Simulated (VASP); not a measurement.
# Ir (Fm-3m) in VASP: a series of runs

The runs below take Ir through single point, with PBE.

Everything below comes from runs of VASP 6.6.1. Logs are shortened: lines on timing, memory, paths and dates and some standing lists are left out, and cuts for length are marked.

**1. The cell of the first run**

Symmetry: Fm-3m, No. 225, cubic system. Conventional cell: a = 3.699 Å, b = 3.699 Å, c = 3.699 Å, α = 90.00°, β = 90.00°, γ = 90.00°. Ir (site symmetry m-3m) has 12 Ir at 2.62 Å within 3.5 Å.

**2. Single point, PBE**

Contents of INCAR:

```
PREC = Accurate ; ENCUT = 520
EDIFF = 1E-7 ; ISMEAR = 0
SIGMA = 0.05 ; LREAL = F
LASPH = T ; NELM = 100
ALGO = Fast ; ISIF = 2
LWAVE = F ; LCHARG = F
GGA = PE ; NBANDS = 10
```

Contents of KPOINTS:

```
regular mesh
0
Gamma
  16 16 16
```

Contents of POSCAR:

```
Ir
1.0
    0.0000000000      1.8494914652      1.8494914652
    1.8494914652      0.0000000000      1.8494914652
    1.8494914652      1.8494914652      0.0000000000
Ir
1
Direct
    0.0000000000      0.0000000000      0.0000000000
```

Potentials or basis: VASP PAW PBE potentials, release 64 (Ir).

Command:

```
> cat potpaw_PBE.64/Ir/POTCAR > POTCAR
> mpirun -np 1 vasp_std > vasp.out
```

OUTCAR:

```text
PREC = Accurate
   ENCUT = 520
   EDIFF = 1E-7
   ISMEAR = 0
   LREAL = F
   LASPH = T
   NELM = 100
   ISIF = 2
   GGA = PE

 ion  position               nearest neighbor table
   1  0.000  0.000  0.000-

  LATTYP: Found a face centered cubic cell.
 ALAT       =     3.6989829304

  Lattice vectors:

 A1 = (   0.0000000000,   1.8494914652,   1.8494914652)
 A2 = (   1.8494914652,   0.0000000000,   1.8494914652)
 A3 = (   1.8494914652,   1.8494914652,   0.0000000000)

Analysis of symmetry for initial positions (statically):
=====================================================================
 Subroutine PRICEL returns:
 Original cell was already a primitive cell.

 Routine SETGRP: Setting up the symmetry group for a
 face centered cubic supercell.

 Subroutine GETGRP returns: Found 48 space group operations
 (whereof 48 operations were pure point group operations)
 out of a pool of 48 trial point group operations.

The static configuration has the point symmetry O_h .

Analysis of symmetry for dynamics (positions and initial velocities):
=====================================================================
 Subroutine PRICEL returns:
 Original cell was already a primitive cell.

 Routine SETGRP: Setting up the symmetry group for a
 face centered cubic supercell.

 Subroutine GETGRP returns: Found 48 space group operations
 (whereof 48 operations were pure point group operations)
 out of a pool of 48 trial point group operations.

The dynamic configuration has the point symmetry O_h .

 Subroutine INISYM returns: Found 48 space group operations
 (whereof 48 operations are pure point group operations),
 and found     1 'primitive' translations

----------------------------------------------------------------------------------------

                                     Primitive cell

  volume of cell :      12.6528

  direct lattice vectors                    reciprocal lattice vectors
     0.000000000  1.849491465  1.849491465    -0.270344584  0.270344584  0.270344584
     1.849491465  0.000000000  1.849491465     0.270344584 -0.270344584  0.270344584
     1.849491465  1.849491465  0.000000000     0.270344584  0.270344584 -0.270344584

  length of vectors
     2.615575914  2.615575914  2.615575914     0.468250554  0.468250554  0.468250554

  position of ions in fractional coordinates (direct lattice)
     0.000000000  0.000000000  0.000000000

  ion indices of the primitive-cell ions
   primitive index   ion index
                 1           1

----------------------------------------------------------------------------------------

 KPOINTS: regular mesh

Automatic generation of k-mesh.
 Grid dimensions read from file:
 generate k-points for:   16   16   16

 Generating k-lattice:

  Cartesian coordinates                     Fractional coordinates (reciprocal lattice)
    -0.016896536  0.016896536  0.016896536     0.062500000  0.000000000  0.000000000
     0.016896536 -0.016896536  0.016896536     0.000000000  0.062500000  0.000000000
     0.016896536  0.016896536 -0.016896536     0.000000000  0.000000000  0.062500000

  Length of vectors
     0.029265660  0.029265660  0.029265660

  Shift w.r.t. Gamma in fractional coordinates (k-lattice)
     0.000000000  0.000000000  0.000000000

 Subroutine IBZKPT returns following result:
 ===========================================

 Found    145 irreducible k-points:

 Following reciprocal coordinates:
            Coordinates               Weight
  0.000000  0.000000  0.000000      1.000000
  0.062500  0.000000  0.000000      8.000000
  0.125000  0.000000  0.000000      8.000000
  0.187500  0.000000  0.000000      8.000000
  0.250000  0.000000  0.000000      8.000000
  0.312500  0.000000  0.000000      8.000000
[... 16 lines left out ...]
 -0.125000  0.062500  0.000000     24.000000
 -0.062500  0.062500  0.000000     12.000000
 [... further k-points ...]
   k-points           NKPTS =    145   k-points in BZ     NKDIM =    145   number of bands    NBANDS=     10
   number of dos      NEDOS =    301   number of ions     NIONS =      1
   total plane-waves  NPLWV =   8000
   dimension x,y,z NGX =    20 NGY =   20 NGZ =   20
   dimension x,y,z NGXF=    40 NGYF=   40 NGZF=   40
   ions per type =               1
   NGX,Y,Z   is equivalent  to a cutoff of  12.71, 12.71, 12.71 a.u.
   NGXF,Y,Z  is equivalent  to a cutoff of  25.42, 25.42, 25.42 a.u.
 SYSTEM =  unknown system
   PREC   = accura    normal or accurate (medium, high low for compatibility)
   ISTART =      0    job   : 0-new  1-cont  2-samecut
   ICHARG =      2    charge: 1-file 2-atom 10-const
   ISPIN  =      1    spin polarized calculation?
   LNONCOLLINEAR =      F non collinear calculations
   LSORBIT =      F    spin-orbit coupling
   LASPH  =      T    aspherical Exc in radial PAW
   ENCUT  =  520.0 eV  38.22 Ry    6.18 a.u.   4.86  4.86  4.86*2*pi/ulx,y,z
   NELM   =    100;   NELMIN=  2; NELMDL= -5     # of ELM steps
   EDIFF  = 0.1E-06   stopping-criterion for ELM
   LREAL  =      F    real-space projection
   EDIFFG = 0.1E-05   stopping-criterion for IOM
   NSW    =      0    number of steps for IOM
   IBRION =     -1    ionic relax: 0-MD 1-quasi-New 2-CG
   NFREE  =      0    steps in history (QN), initial steepest desc. (CG)
   ISIF   =      2    stress and relaxation
   ISYM   =      2    0-nonsym 1-usesym 2-fastsym
   POTIM  = 0.5000    time-step for ionic-motion
   TEBEG  =    0.0;   TEEND  =   0.0 temperature during run
   PSTRESS=    0.0 pullay stress
   NELECT =       9.0000    total number of electrons
   NUPDOWN=      -1.0000    fix difference up-down
   EMIN   =  10.00;   EMAX   =-10.00  energy-range for DOS
   EFERMI =   0.00;   METHOD = LEGACY
   ISMEAR =     0;   SIGMA  =   0.05  broadening in eV -4-tet -1-fermi 0-gaus
   EFERMI_NEDOS =   21; number of points for ismear=-14 and -15
   IALGO  =     68    algorithm
   IMIX   =      4    mixing-type and parameters
     AMIX     =   0.40;   BMIX     =  1.00
     AMIX_MAG =   1.60;   BMIX_MAG =  1.00
  volume/ion in A,a.u.               =      12.65        85.39
  Fermi-wavevector in a.u.,A,eV,Ry     =   1.461369  2.761588 29.056608  2.135600
  Thomas-Fermi vector in A             =   2.577709
   LORBIT       =      0    0 simple, 1 ext, 2 COOP (PROOUT), +10 PAW based schemes
   GGA     = PE    functional components
   LHFCALC =     F    Hartree Fock is set to
   AEXX    =    0.0000 exact exchange contribution
   IVDW    =     0    specifies the selected vdW correction
   LEPSILON=     F    determine dielectric tensor
   LRPA    =     F    only Hartree local field effects (RPA)
 non-spin polarized calculation
 RMM-DIIS sequential band-by-band and
 Gauss-broadening in eV      SIGMA  =   0.05
  energy-cutoff  :      520.00
  volume of cell :       12.65
 maximum number of plane-waves:       360
   NGX =  9   NGY =  9   NGZ =  9

 number of electron       8.9999999 magnetization

 Free energy of the ion-electron system (eV)
  ---------------------------------------------------
  ext. energy  EPLUGINS =         0.00000000
  ---------------------------------------------------
  free energy    TOTEN  =        -8.49190700 eV

  energy without entropy =       -8.49039346  energy(sigma->0) =       -8.49115023

 E-fermi :  12.4602     XC(G=0): -14.6594

 val. band max:       12.4569107986   @ k =   0.3750   0.0625   0.0000
 cond. band min:      12.4696177718   @ k =  -0.3750   0.1875   0.0000
 fundamental gap:      0.0127069732
 Fermi energy:        12.4601691726

 k-point     1 :       0.0000    0.0000    0.0000
  band No.  band energies     occupation
      1       0.0926      2.00000
      2       7.8601      2.00000
      3       7.8601      2.00000
      4       7.8601      2.00000
      5      11.0714      2.00000
      6      11.0714      2.00000
      7      26.4925      0.00000
      8      32.7694      0.00000
      9      32.7694      0.00000
     10      32.7694      0.00000

 k-point     2 :       0.0625    0.0000    0.0000
  band No.  band energies     occupation
      1       0.2890      2.00000
      2       7.7474      2.00000
      3       7.9484      2.00000
      4       7.9484      2.00000
      5      11.0088      2.00000
      6      11.0088      2.00000
      7      26.8495      0.00000
      8      31.8084      0.00000
      9      33.1077      0.00000
     10      33.1077      0.00000

 k-point     3 :       0.1250    0.0000    0.0000
  band No.  band energies     occupation
      1       0.8481      2.00000
      2       7.4754      2.00000
      3       8.1693      2.00000
      4       8.1693      2.00000
      5      10.8855      2.00000
      6      10.8855      2.00000
      7      27.7950      0.00000
      8      30.0994      0.00000
      9      34.0844      0.00000
     10      34.0844      0.00000

 k-point     4 :       0.1875    0.0000    0.0000
  band No.  band energies     occupation
      1       1.6607      2.00000
      2       7.2287      2.00000
      3       8.3731      2.00000
      4       8.3731      2.00000
      5      10.8950      2.00000
      6      10.8950      2.00000
      7      28.0423      0.00000
      8      29.3861      0.00000
      9      35.5947      0.00000
     10      35.5947      0.00000
[... 222 lines left out ...]
 k-point    22 :      -0.1875    0.0625    0.0000
  band No.  band energies     occupation
      1       2.1156      2.00000
      2       7.0355      2.00000
      3       8.4361      2.00000
      4       8.5304      2.00000
      5      10.4471      2.00000
      6      11.5144      2.00000
      7      27.7971      0.00000
      8      29.8580      0.00000
      9      34.8528      0.00000
     10      37.1839      0.00000

 k-point    23 :      -0.1250    0.0625    0.0000
  band No.  band energies     occupation
      1       1.2630      2.00000
      2       7.2385      2.00000
      3       8.3300      2.00000
      4       8.3602      2.00000
      5      10.4774      2.00000
      6      11.1932      2.00000
      7      28.4544      0.00000
      8      29.5690      0.00000
      9      33.7083      0.00000
     10      35.3387      0.00000

 k-point    24 :      -0.0625    0.0625    0.0000
  band No.  band energies     occupation
      1       0.6080      2.00000
      2       7.5448      2.00000
      3       8.0702      2.00000
      4       8.1356      2.00000
      5      10.7490      2.00000
      6      11.0960      2.00000
      7      27.4153      0.00000
      8      30.9601      0.00000
      9      33.0614      0.00000
     10      33.9388      0.00000

 [... further k-points ...]
[... 5 lines left out ...]
  --------------------------------------------------------------------------------------
  -------------------------------------------------------------------------------------
  Total        5.4110358      5.4110358      5.4110358     -0.0000000      0.0000000     -0.0000000
  in kB      685.1789245    685.1789245    685.1789245     -0.0000000      0.0000000     -0.0000000
  external PRESSURE =     685.1789245 kB  Pullay stress =       0.0000000 kB

 VOLUME and BASIS-vectors are now :
 -----------------------------------------------------------------------------
  energy-cutoff  :      520.00
  volume of cell :       12.65
      direct lattice vectors                 reciprocal lattice vectors
     0.000000000  1.849491465  1.849491465    -0.270344584  0.270344584  0.270344584
     1.849491465  0.000000000  1.849491465     0.270344584 -0.270344584  0.270344584
     1.849491465  1.849491465  0.000000000     0.270344584  0.270344584 -0.270344584

 POSITION                                       TOTAL-FORCE (eV/Angst)
 -----------------------------------------------------------------------------------
      0.00000      0.00000      0.00000         0.000000     -0.000000      0.000000
 -----------------------------------------------------------------------------------
    total drift:                                0.000000      0.000000      0.000000

  FREE ENERGIE OF THE ION-ELECTRON SYSTEM (eV)
  ---------------------------------------------------
  free  energy   TOTEN  =        -8.4919070030 eV

  energy  without entropy=       -8.4903934593  energy(sigma->0) =       -8.49115023
```

Wall time 16 s (1 thread of Intel Xeon Platinum 8488C (Sapphire Rapids), shared host); peak memory 0.14 GiB.

Results:

| Property | Result |
| --- | --- |
| Free energy | -8.4919 eV |
| Pressure | 68.5 GPa |

Levels at points of the mesh, in eV from the Fermi level:
```tsv
k point	band 1	band 2	band 3	band 4	band 5	band 6	band 7	band 8
(0.00, 0.00, 0.00)	-12.37	-4.60	-4.60	-4.60	-1.39	-1.39	14.03	20.31
(0.50, 0.00, 0.00)	-9.36	-4.74	-4.74	-1.03	1.13	1.13	8.52	13.61
(0.50, 0.50, 0.00)	-9.30	-8.66	1.10	1.73	1.83	1.83	12.18	12.26
```

Caveat: spin-orbit coupling is left out, which moves the levels of the heavy elements.

**3. Single point, PBE**

This run uses another cell than the first one, of 14.06 Å³/atom, 1.111 times its volume.

Contents of INCAR:

```
PREC = Accurate ; ENCUT = 520
EDIFF = 1E-6 ; ISMEAR = 0
SIGMA = 0.05 ; LREAL = False
LASPH = True ; NELM = 60
ALGO = Normal ; ISIF = 2
LWAVE = False ; LCHARG = False
GGA = PE ; NBANDS = 10
```

Contents of KPOINTS:

```
Automatic mesh
0
Gamma
  16 16 16
```

Contents of POSCAR:

```
Ir
1.0
    0.0000000000      1.9156000000      1.9156000000
    1.9156000000      0.0000000000      1.9156000000
    1.9156000000      1.9156000000      0.0000000000
Ir
1
Direct
    0.0000000000      0.0000000000      0.0000000000
```

Potentials or basis: VASP PAW PBE potentials, release 64 (Ir).

Command:

```
> cat potpaw_PBE.64/Ir/POTCAR > POTCAR
> mpirun -np 1 vasp_std > vasp.out
```

Run time: 10 s. Hardware: 1 thread of Intel Xeon Platinum 8488C (Sapphire Rapids), shared host; peak memory 0.14 GiB.

Results (log left out):

- Free energy: -8.8238 eV
- Pressure: 12.5 GPa

Levels at points of the mesh, in eV from the Fermi level:
| k point | band 2 | band 3 | band 4 | band 5 | band 6 | band 7 |
| --- | --- | --- | --- | --- | --- | --- |
| (0.00, 0.00, 0.00) | -3.91 | -3.91 | -3.91 | -1.19 | -1.19 | 14.32 |
| (0.50, 0.00, 0.00) | -4.02 | -4.02 | -0.77 | 0.92 | 0.92 | 7.34 |
| (0.50, 0.50, 0.00) | -7.40 | 0.89 | 1.51 | 1.51 | 1.71 | 10.61 |

Caveat: spin-orbit coupling is left out, which moves the levels of the heavy elements.

(Continued in part 2 of 2.)
